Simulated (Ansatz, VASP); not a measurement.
## BiTe in VASP and in Ansatz

The input INCAR:

```
SYSTEM = BiTe
  PREC = Accurate
  ENCUT = 600
  EDIFF = 1E-7
  ISMEAR = -1
  SIGMA = 0.05
  LREAL = .FALSE.
  LASPH = .TRUE.
  NELM = 100
  ALGO = Normal
  ISIF = 3
  LWAVE = .FALSE.
  LCHARG = .FALSE.
  GGA = CA
  IBRION = 2
  NSW = 100
  EDIFFG = -0.005
```

File KPOINTS:

```
regular mesh
0
G
  9 9 9
  0 0 0
```

File POSCAR:

```
BiTe
1.0
    0.0000000000      3.1869031609      3.1869031609
    3.1869031609      0.0000000000      3.1869031609
    3.1869031609      3.1869031609      0.0000000000
Bi Te
1 1
Direct
    0.0000000000      0.0000000000      0.0000000000
    0.5000000000      0.5000000000      0.5000000000
```

Input for Ansatz:

```yaml
crystal:
  lattice:
    - [0.0, 3.1869031609, 3.1869031609]
    - [3.1869031609, 0.0, 3.1869031609]
    - [3.1869031609, 3.1869031609, 0.0]
  atoms:
    - { symbol: Bi, position: [0.0, 0.0, 0.0] }
    - { symbol: Te, position: [0.5, 0.5, 0.5] }
kpoints:
  mp_grid: { grid: [9, 9, 9] }
scf:
  occupations: { method: fermi_dirac, width: 0.05 }
hamiltonian:
  xc: lda
  pseudopotentials: { kind: all_electron, lapw: { basis_error: 0.001 } }
output:
  forces: true
  stress: true
relax:
  f_tol: 0.005
  max_steps: 80
  cell: {}
```

Alike in both runs: task relaxation of cell and atoms; functional LDA; k mesh 9 × 9 × 9; occupations fermi-dirac, width 0.05 eV; no spin polarisation.

|  | VASP | Ansatz |
| --- | --- | --- |
| version | VASP 6.6.1 | Ansatz 0.2.0 |
| potentials or method | VASP PAW LDA potentials, release 64 (Bi_d, Te), cutoff 600 eV | all-electron LAPW, scalar-relativistic |

Ansatz gave:

```
relaxed volume (Å³/atom)                                                      : 32.02
relaxed length of the cell vector where the two differ most in proportion (Å) : 4.491
```

Q: Which values does VASP return?

A: Relaxed volume (Å³/atom): 32.06; relaxed length of the cell vector where the two differ most in proportion (Å): 4.493.

LDA's correlation is that of Perdew and Zunger in VASP and of Perdew and Wang (1992) in Ansatz. Ansatz ran all-electron here, and VASP with PAW potentials.

Spin-orbit coupling is off throughout.
